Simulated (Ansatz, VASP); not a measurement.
MnBr2 in VASP and in Ansatz

Contents of INCAR:

```
PREC = Accurate
ENCUT = 520
EDIFF = 1E-6
ISMEAR = 0
SIGMA = 0.05
LREAL = F
LASPH = T
NELM = 150
ALGO = Normal
ISIF = 2
LWAVE = F
LCHARG = F
ISPIN = 2
MAGMOM = 4.98 0 0
LORBIT = 11
LMAXMIX = 4
LDAU = T
LDAUTYPE = 2
LDAUL = 2 -1
LDAUU = 4.9 0
LDAUJ = 0 0
LDAUPRINT = 1
GGA = CA
NBANDS = 24
```

KPOINTS

```
Automatic mesh
0
Gamma
  8 8 4
```

Contents of POSCAR:

```
MnBr2
1.0
    3.8258920574      0.0000000000      0.0000000000
   -1.9129460287      3.3133197139      0.0000000000
    0.0000000000      0.0000000000      6.1709537350
Mn Br
1 2
Direct
    0.0000000000      0.0000000000      0.0000000000
    0.3333333333      0.6666666667      0.2434265097
    0.6666666667      0.3333333333      0.7565734903
```

Input for Ansatz:

```yaml
crystal:
  lattice:
    - [3.8258920574, 0.0, 0.0]
    - [-1.9129460287, 3.3133197139, 0.0]
    - [0.0, 0.0, 6.170953735]
  atoms:
    - { symbol: Mn, position: [0.0, 0.0, 0.0], spin: 4.98 }
    - { symbol: Br, position: [0.3333333333, 0.6666666667, 0.2434265097] }
    - { symbol: Br, position: [0.6666666667, 0.3333333333, 0.7565734903] }
basis:
  ecutwfc: 420
  ecutrho_ratio: 4
kpoints:
  mp_grid: { grid: [8, 8, 4] }
  band_path:
    path:
      - [[0.0, 0.0, 0.0], [0.5, 0.0, 0.0], [0.33333333, 0.33333333, 0.0], [0.0, 0.0, 0.0], [0.0, 0.0, 0.5], [0.5, 0.0, 0.5], [0.33333333, 0.33333333, 0.5], [0.0, 0.0, 0.5]]
      - [[0.5, 0.0, 0.5], [0.5, 0.0, 0.0]]
      - [[0.33333333, 0.33333333, 0.5], [0.33333333, 0.33333333, 0.0]]
    npoints: 6
hamiltonian:
  xc: lda
  hubbard: { sites: [{ species: Mn, l: d, u_eff: 4.9 }] }
scf:
  occupations: { method: gaussian, width: 0.05 }
  lower_state_search: "off"
output:
  forces: true
  stress: true
  eigenvalues: true
  populations: true
  hubbard: { sites: [{ species: Mn, l: d }] }
  eigenstates:
    nscf_kmesh: { grid: [8, 8, 4] }
    top_band: c50
    exchange_couplings: { magnetic: [{ site: 0 }] }
    magnetocrystalline_anisotropy: {}
magnetization:
  spin_polarized: true
checkpoint:
  read: start.run
  write: ck
  compress: false
  write_wavefunctions: false
  write_every: 100000
```

Alike in both runs: task single point; functional LDA; k mesh 8 × 8 × 4; occupations gaussian, width 0.05 eV; collinear spin; Hubbard terms Mn d U = 4.9 eV.

|  | VASP | Ansatz |
| --- | --- | --- |
| version | VASP 6.6.1 | Ansatz 0.2.0 |
| potentials or method | VASP PAW LDA potentials, release 64 (Mn_pv, Br), cutoff 520 eV | scalar-relativistic, plane waves, PAW |
| valence electrons in the cell | 27 | 29 |

|  | VASP | Ansatz | Ansatz less VASP |
| --- | --- | --- | --- |
| gap on the k mesh at the Fermi level (eV) | 3.11 | 3.21 | +0.098 |
| least direct gap on the mesh (eV) | 3.21 | 3.34 | +0.128 |
| pressure (GPa) | -0.8 | -0.4 | +0.40 |
| traceless stress, the component that is largest in VASP (GPa) | 0.16 | 0.02 | -0.146 |
| rms of the force components (eV/Å) | 0.020 | 0.002 | -0.0177 |
| net moment per atom (μB) | 1.67 | 1.67 | 0.000 |
| size of the moment on the site where the two differ most (μB) | 4.58 | 4.53 | -0.056 |

LDA's correlation is that of Perdew and Zunger in VASP and of Perdew and Wang (1992) in Ansatz. Site moments also hang on the region over which each program counts them. The programs project onto different local orbitals, so the same U acts differently, and such runs can settle in different states. Atom by atom the forces differ by 0.018 eV/Å (rms over components). VASP's potentials hold 27 valence electrons a cell and Ansatz's 29, so a difference there can come from the potentials and not from the codes. Ansatz's warnings: stability check not made.
